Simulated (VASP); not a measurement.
Here is a VASP 6.6.1 calculation.

Contents of INCAR:

```
ALGO = Normal ; EDIFF = 1E-7
ENCUT = 520 ; GGA = PE
ISIF = 2 ; ISMEAR = 0
LASPH = T ; LCHARG = T
LELF = T ; LREAL = F
LVHAR = T ; LWAVE = F
NBANDS = 39 ; NELM = 80
PREC = Accurate ; SIGMA = 0.1
```

The input KPOINTS:

```
k-points
0
Gamma
  4 4 4
```

File POSCAR:

```
Sn4Se
1.0
   -3.2509520900      3.2509520900      3.2509520900
    3.2509520900     -3.2509520900      3.2509520900
    3.2509520900      3.2509520900     -3.2509520900
Sn Se
4 1
Direct
    0.0000000000      0.0000000000      0.5000000000
    0.0000000000      0.5000000000      0.0000000000
    0.5000000000      0.0000000000      0.0000000000
    0.5000000000      0.5000000000      0.5000000000
    0.0000000000      0.0000000000      0.0000000000
```

Potentials or basis: VASP PAW PBE potentials, release 64 (Sn_d, Se).

Run with:

```sh
$ cat potpaw_PBE.64/Sn_d/POTCAR potpaw_PBE.64/Se/POTCAR > POTCAR
$ mpirun -np 1 vasp_std > vasp.out
```

(1) What does it give for the pressure?

(2) What does it give for the band gap on the k mesh?

Answers

(1) 7.8 GPa.

(2) zero (band 31 reaches 7.74 eV, above the bottom of band 32 at 6.19 eV).

Caveat: spin-orbit coupling is left out, which moves the levels of the heavy elements.
